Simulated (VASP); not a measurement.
# TePb (rocksalt type) (Fm-3m) in VASP: notebook

TePb (rocksalt type) is run at these levels: LDA; tasks: single point.

Everything below comes from runs of VASP 6.6.1. Logs are shortened: lines on timing, memory, paths and dates and some standing lists are left out, and cuts for length are marked.

### Step 1. The cell of the first run

It takes space group Fm-3m (No. 225, cubic). Conventional cell: a = 6.381 Å, b = 6.381 Å, c = 6.381 Å, α = 90.00°, β = 90.00°, γ = 90.00°. Pb (site symmetry m-3m) has 6 Te at 3.19 Å within 4.2 Å. Within 4.2 Å of Te (site symmetry m-3m) lie 6 Pb at 3.19 Å.

### Step 2. Single point, LDA

INCAR reads:

```
PREC     = Accurate       # precision mode
ENCUT    = 520            # plane-wave cutoff, eV
EDIFF    = 1E-7           # SCF threshold, eV
ISMEAR   = -1             # smearing method
SIGMA    = 0.02           # smearing width, eV
LREAL    = False          # projectors in reciprocal space
LASPH    = True           # aspherical terms in the spheres
NELM     = 60             # most SCF steps
ALGO     = Normal         # electronic algorithm
ISIF     = 2              # what is computed and relaxed
LWAVE    = False          # write WAVECAR
LCHARG   = False          # write CHGCAR
GGA      = CA             # functional
NBANDS   = 28             # bands
```

KPOINTS reads:

```
Automatic mesh
0
Gamma
  7 7 5
```

POSCAR reads:

```
TePb
1.0
    3.1903839584      3.1903839584      0.0000000000
   -3.1903839584      3.1903839584      0.0000000000
    0.0000000000      0.0000000000      6.3807679169
Pb Te
2 2
Direct
    0.0000000000      0.0000000000      0.0000000000
    0.5000000000      0.5000000000      0.5000000000
    0.5000000000      0.5000000000      0.0000000000
    0.0000000000      0.0000000000      0.5000000000
```

Potentials or basis: VASP PAW LDA potentials, release 64 (Pb_d, Te).

On the command line:

```sh
$ cat potpaw_LDA.64/Pb_d/POTCAR potpaw_LDA.64/Te/POTCAR > POTCAR
$ mpirun -np 1 vasp_std > vasp.out
```

OUTCAR:

```text
PREC = Accurate
   ENCUT = 520
   EDIFF = 1E-7
   ISMEAR = -1
   LREAL = False
   LASPH = True
   NELM = 60
   ISIF = 2
   GGA = CA

 ion  position               nearest neighbor table
   1  0.000  0.000  0.000-   3 3.19   3 3.19   3 3.19   3 3.19   4 3.19   4 3.19
   2  0.500  0.500  0.500-   4 3.19   4 3.19   4 3.19   4 3.19   3 3.19   3 3.19
   3  0.500  0.500  0.000-   1 3.19   1 3.19   1 3.19   1 3.19   2 3.19   2 3.19
   4  0.000  0.000  0.500-   2 3.19   2 3.19   2 3.19   2 3.19   1 3.19   1 3.19

  LATTYP: Found a simple tetragonal cell.
 ALAT       =     4.5118842631
 C/A-ratio  =     1.4142135624

  Lattice vectors:

 A1 = (   3.1903839584,   3.1903839584,   0.0000000000)
 A2 = (  -3.1903839584,   3.1903839584,   0.0000000000)
 A3 = (   0.0000000000,   0.0000000000,   6.3807679169)

Analysis of symmetry for initial positions (statically):
=====================================================================
 Subroutine PRICEL returns following result:

  LATTYP: Found a face centered cubic cell.
 ALAT       =     6.3807679168

  Lattice vectors:

 A1 = (   0.0000000000,  -3.1903839584,  -3.1903839584)
 A2 = (   3.1903839584,   0.0000000000,  -3.1903839585)
 A3 = (   3.1903839584,  -3.1903839584,   0.0000000000)

   2 primitive cells build up your supercell.

 Routine SETGRP: Setting up the symmetry group for a
 simple tetragonal supercell.

 Subroutine GETGRP returns: Found 16 space group operations
 (whereof 16 operations were pure point group operations)
 out of a pool of 16 trial point group operations.

The static configuration has the point symmetry D_4h.

Analysis of symmetry for dynamics (positions and initial velocities):
=====================================================================
 Subroutine PRICEL returns following result:

  LATTYP: Found a face centered cubic cell.
 ALAT       =     6.3807679168

  Lattice vectors:

 A1 = (   0.0000000000,  -3.1903839584,  -3.1903839584)
 A2 = (   3.1903839584,   0.0000000000,  -3.1903839585)
 A3 = (   3.1903839584,  -3.1903839584,   0.0000000000)

   2 primitive cells build up your supercell.

 Routine SETGRP: Setting up the symmetry group for a
 simple tetragonal supercell.

 Subroutine GETGRP returns: Found 16 space group operations
 (whereof 16 operations were pure point group operations)
 out of a pool of 16 trial point group operations.

The dynamic configuration has the point symmetry D_4h.

 Subroutine INISYM returns: Found 16 space group operations
 (whereof 16 operations are pure point group operations),
 and found     2 'primitive' translations

----------------------------------------------------------------------------------------

                                     Primitive cell

  volume of cell :      64.9470

  direct lattice vectors                    reciprocal lattice vectors
     0.000000000 -3.190383958 -3.190383958    -0.156720948 -0.156720948 -0.156720948
     3.190383958  0.000000000 -3.190383958     0.156720948  0.156720948 -0.156720948
     3.190383958 -3.190383958  0.000000000     0.156720948 -0.156720948  0.156720948

  length of vectors
     4.511884263  4.511884263  4.511884263     0.271448645  0.271448645  0.271448645

  position of ions in fractional coordinates (direct lattice)
     0.000000000  0.000000000  0.000000000
     0.500000000  0.500000000  0.500000000

  ion indices of the primitive-cell ions
   primitive index   ion index
                 1           1
                 2           4

----------------------------------------------------------------------------------------

 KPOINTS: Automatic mesh

Automatic generation of k-mesh.
 Grid dimensions read from file:
 generate k-points for:    7    7    5

 Generating k-lattice:

  Cartesian coordinates                     Fractional coordinates (reciprocal lattice)
     0.022388707  0.022388707  0.000000000     0.142857143  0.000000000  0.000000000
    -0.022388707  0.022388707  0.000000000     0.000000000  0.142857143  0.000000000
     0.000000000  0.000000000  0.031344190     0.000000000  0.000000000  0.200000000

  Length of vectors
     0.031662413  0.031662413  0.031344190

  Shift w.r.t. Gamma in fractional coordinates (k-lattice)
     0.000000000  0.000000000  0.000000000

 Subroutine IBZKPT returns following result:
 ===========================================

 Found     30 irreducible k-points:

 Following reciprocal coordinates:
            Coordinates               Weight
  0.000000  0.000000  0.000000      1.000000
  0.142857  0.000000  0.000000      4.000000
  0.285714  0.000000  0.000000      4.000000
  0.428571  0.000000  0.000000      4.000000
  0.142857  0.142857  0.000000      4.000000
  0.285714  0.142857  0.000000      8.000000
[... 16 lines left out ...]
  0.285714  0.000000  0.400000      8.000000
  0.428571  0.000000  0.400000      8.000000
 [... further k-points ...]
   k-points           NKPTS =     30   k-points in BZ     NKDIM =     30   number of bands    NBANDS=     28
   number of dos      NEDOS =    301   number of ions     NIONS =      4
   total plane-waves  NPLWV =  62208
   dimension x,y,z NGX =    36 NGY =   36 NGZ =   48
   dimension x,y,z NGXF=    72 NGYF=   72 NGZF=   96
   ions per type =               2   2
   NGX,Y,Z   is equivalent  to a cutoff of  13.26, 13.26, 12.51 a.u.
   NGXF,Y,Z  is equivalent  to a cutoff of  26.53, 26.53, 25.01 a.u.
 SYSTEM =  unknown system
   PREC   = accura    normal or accurate (medium, high low for compatibility)
   ISTART =      0    job   : 0-new  1-cont  2-samecut
   ICHARG =      2    charge: 1-file 2-atom 10-const
   ISPIN  =      1    spin polarized calculation?
   LNONCOLLINEAR =      F non collinear calculations
   LSORBIT =      F    spin-orbit coupling
   LASPH  =      T    aspherical Exc in radial PAW
   ENCUT  =  520.0 eV  38.22 Ry    6.18 a.u.   8.39  8.39 11.86*2*pi/ulx,y,z
   NELM   =     60;   NELMIN=  2; NELMDL= -5     # of ELM steps
   EDIFF  = 0.1E-06   stopping-criterion for ELM
   LREAL  =      F    real-space projection
   EDIFFG = 0.1E-05   stopping-criterion for IOM
   NSW    =      0    number of steps for IOM
   IBRION =     -1    ionic relax: 0-MD 1-quasi-New 2-CG
   NFREE  =      0    steps in history (QN), initial steepest desc. (CG)
   ISIF   =      2    stress and relaxation
   ISYM   =      2    0-nonsym 1-usesym 2-fastsym
   POTIM  = 0.5000    time-step for ionic-motion
   TEBEG  =    0.0;   TEEND  =   0.0 temperature during run
   PSTRESS=    0.0 pullay stress
   NELECT =      40.0000    total number of electrons
   NUPDOWN=      -1.0000    fix difference up-down
   EMIN   =  10.00;   EMAX   =-10.00  energy-range for DOS
   EFERMI =   0.00;   METHOD = LEGACY
   ISMEAR =    -1;   SIGMA  =   0.02  broadening in eV -4-tet -1-fermi 0-gaus
   EFERMI_NEDOS =   21; number of points for ismear=-14 and -15
   IALGO  =     38    algorithm
   IMIX   =      4    mixing-type and parameters
     AMIX     =   0.40;   BMIX     =  1.00
     AMIX_MAG =   1.60;   BMIX_MAG =  1.00
  volume/ion in A,a.u.               =      32.47       219.14
  Fermi-wavevector in a.u.,A,eV,Ry     =   1.105516  2.089123 16.628587  1.222167
  Thomas-Fermi vector in A             =   2.242005
   LORBIT       =      0    0 simple, 1 ext, 2 COOP (PROOUT), +10 PAW based schemes
   GGA     = CA    functional components
   LHFCALC =     F    Hartree Fock is set to
   AEXX    =    0.0000 exact exchange contribution
   IVDW    =     0    specifies the selected vdW correction
   LEPSILON=     F    determine dielectric tensor
   LRPA    =     F    only Hartree local field effects (RPA)
 non-spin polarized calculation
  energy-cutoff  :      520.00
  volume of cell :      129.89
 maximum number of plane-waves:      3531
 NGX is ok and might be reduce to    36
   NGX = 17   NGY = 17   NGZ = 23

 number of electron      40.0000013 magnetization

 Free energy of the ion-electron system (eV)
  ---------------------------------------------------
  ext. energy  EPLUGINS =         0.00000000
  ---------------------------------------------------
  free energy    TOTEN  =       -17.55155509 eV

  energy without entropy =      -17.55155509  energy(sigma->0) =      -17.55155509

 E-fermi :   6.2613     XC(G=0):  -9.7418

 val. band max:        5.7683872794   @ k =   0.4286   0.0000   0.4000
 cond. band min:       6.7111456224   @ k =   0.4286   0.0000   0.4000
 fundamental gap:      0.9427583430
 Fermi energy:         6.2613110857

 k-point     1 :       0.0000    0.0000    0.0000
  band No.  band energies     occupation
      1     -10.8968      2.00000
      2     -10.8187      2.00000
      3     -10.8184      2.00000
      4     -10.8135      2.00000
      5     -10.8050      2.00000
      6     -10.8017      2.00000
[... 20 lines left out ...]
     27      11.6128      0.00000
     28      11.6128      0.00000

 k-point     2 :       0.1429    0.0000    0.0000
  band No.  band energies     occupation
      1     -10.8896      2.00000
      2     -10.8215      2.00000
      3     -10.8193      2.00000
      4     -10.8096      2.00000
      5     -10.8095      2.00000
      6     -10.8016      2.00000
[... 20 lines left out ...]
     27      11.3694      0.00000
     28      11.7301      0.00000

 k-point     3 :       0.2857    0.0000    0.0000
  band No.  band energies     occupation
      1     -10.8719      2.00000
      2     -10.8281      2.00000
      3     -10.8241      2.00000
      4     -10.8198      2.00000
      5     -10.8006      2.00000
      6     -10.8000      2.00000
[... 20 lines left out ...]
     27      11.5635      0.00000
     28      11.7074      0.00000

 k-point     4 :       0.4286    0.0000    0.0000
  band No.  band energies     occupation
      1     -10.8515      2.00000
      2     -10.8348      2.00000
      3     -10.8322      2.00000
      4     -10.8293      2.00000
      5     -10.7971      2.00000
      6     -10.7902      2.00000
[... 20 lines left out ...]
     27      12.2540      0.00000
     28      12.6755      0.00000

 k-point     5 :       0.1429    0.1429    0.0000
  band No.  band energies     occupation
      1     -10.8841      2.00000
      2     -10.8288      2.00000
      3     -10.8161      2.00000
      4     -10.8134      2.00000
      5     -10.8059      2.00000
      6     -10.8039      2.00000
[... 20 lines left out ...]
     27      11.8566      0.00000
     28      12.1425      0.00000

 k-point     6 :       0.2857    0.1429    0.0000
  band No.  band energies     occupation
      1     -10.8719      2.00000
      2     -10.8409      2.00000
      3     -10.8212      2.00000
      4     -10.8162      2.00000
      5     -10.8050      2.00000
      6     -10.7964      2.00000
[... 463 lines left out ...]
      5     -10.8093      2.00000
      6     -10.8055      2.00000
[... 20 lines left out ...]
     27      10.6637      0.00000
     28      10.6637      0.00000

 k-point    22 :       0.1429    0.0000    0.4000
  band No.  band energies     occupation
      1     -10.8592      2.00000
      2     -10.8374      2.00000
      3     -10.8188      2.00000
      4     -10.8149      2.00000
      5     -10.8061      2.00000
      6     -10.8030      2.00000
[... 20 lines left out ...]
     27      10.3921      0.00000
     28      10.7465      0.00000

 k-point    23 :       0.2857    0.0000    0.4000
  band No.  band energies     occupation
      1     -10.8493      2.00000
      2     -10.8347      2.00000
      3     -10.8285      2.00000
      4     -10.8258      2.00000
      5     -10.7998      2.00000
      6     -10.7996      2.00000
[... 20 lines left out ...]
     27      11.6106      0.00000
     28      12.0284      0.00000

 k-point    24 :       0.4286    0.0000    0.4000
  band No.  band energies     occupation
      1     -10.8402      2.00000
      2     -10.8354      2.00000
      3     -10.8352      2.00000
      4     -10.8344      2.00000
      5     -10.7995      2.00000
      6     -10.7984      2.00000
[... 20 lines left out ...]
     27      13.4072      0.00000
     28      13.5556      0.00000

 [... further k-points ...]
[... 5 lines left out ...]
  --------------------------------------------------------------------------------------
  -------------------------------------------------------------------------------------
  Total        0.0384175      0.0384175      0.0485479      0.0000000      0.0000000      0.0000000
  in kB        0.4738603      0.4738603      0.5988148      0.0000000      0.0000000      0.0000000
  external PRESSURE =       0.5155118 kB  Pullay stress =       0.0000000 kB

 VOLUME and BASIS-vectors are now :
 -----------------------------------------------------------------------------
  energy-cutoff  :      520.00
  volume of cell :      129.89
      direct lattice vectors                 reciprocal lattice vectors
     3.190383958  3.190383958  0.000000000     0.156720948  0.156720948  0.000000000
    -3.190383958  3.190383958  0.000000000    -0.156720948  0.156720948  0.000000000
     0.000000000  0.000000000  6.380767917     0.000000000  0.000000000  0.156720948

 POSITION                                       TOTAL-FORCE (eV/Angst)
 -----------------------------------------------------------------------------------
      0.00000      0.00000      0.00000         0.000000     -0.000000      0.000000
      0.00000      3.19038      3.19038         0.000000      0.000000     -0.000000
      0.00000      3.19038      0.00000        -0.000000      0.000000      0.000000
      0.00000      0.00000      3.19038        -0.000000      0.000000      0.000000
 -----------------------------------------------------------------------------------
    total drift:                               -0.000000      0.000000      0.000000

  FREE ENERGIE OF THE ION-ELECTRON SYSTEM (eV)
  ---------------------------------------------------
  free  energy   TOTEN  =       -17.5515550909 eV

  energy  without entropy=      -17.5515550909  energy(sigma->0) =      -17.55155509
```

Run time: 48 s. Hardware: 1 thread of Intel Xeon 6975P-C (Granite Rapids), shared host; peak memory 0.25 GiB.

What came out:

- Free energy: -17.5516 eV
- Pressure: 0.1 GPa

Levels at points of the mesh, in eV from the Fermi level:
```tsv
k point	band 18	band 19	band 20	band 21	band 22	band 23
(0.00, 0.00, 0.00)	-1.84	-1.84	-1.84	2.74	3.69	3.69
```

Caveat: this odd mesh misses L, so gap, dielectric constants and Born charges aren't listed; spin-orbit coupling is left out, which moves the levels of the heavy elements.

### Step 3. Single point, LDA

INCAR reads:

```
SYSTEM = TePb
  PREC = Accurate
  ENCUT = 520
  EDIFF = 1E-6
  ISMEAR = -1
  SIGMA = 0.02
  LREAL = .False.
  LASPH = .True.
  NELM = 80
  ALGO = Normal
  ISIF = 2
  LWAVE = .False.
  LCHARG = .False.
  NBANDS = 28
```

KPOINTS reads:

```
regular mesh
0
Gamma
  7 7 5
  0 0 0
```

POSCAR is that of step 2.

Potentials or basis: VASP PAW LDA potentials, release 64 (Pb_d, Te).

On the command line:

```sh
$ cat potpaw_LDA.64/Pb_d/POTCAR potpaw_LDA.64/Te/POTCAR > POTCAR
$ mpirun -np 1 vasp_std > vasp.out
```

It took 41 s on 1 thread of Intel Xeon 6975P-C (Granite Rapids), shared host; peak memory 0.25 GiB.

It converged, with:

```yaml
Free_energy: -17.5516 eV
Pressure: 0.0 GPa
```

Levels at points of the mesh, in eV from the Fermi level:
| k point | band 17 | band 18 | band 19 | band 20 | band 21 | band 22 | band 23 | band 24 |
| --- | --- | --- | --- | --- | --- | --- | --- | --- |
| (0.00, 0.00, 0.00) | -3.38 | -1.84 | -1.84 | -1.84 | 2.74 | 3.69 | 3.69 | 3.69 |

Caveat: this odd mesh misses L, so gap, dielectric constants and Born charges aren't listed; spin-orbit coupling is left out, which moves the levels of the heavy elements.
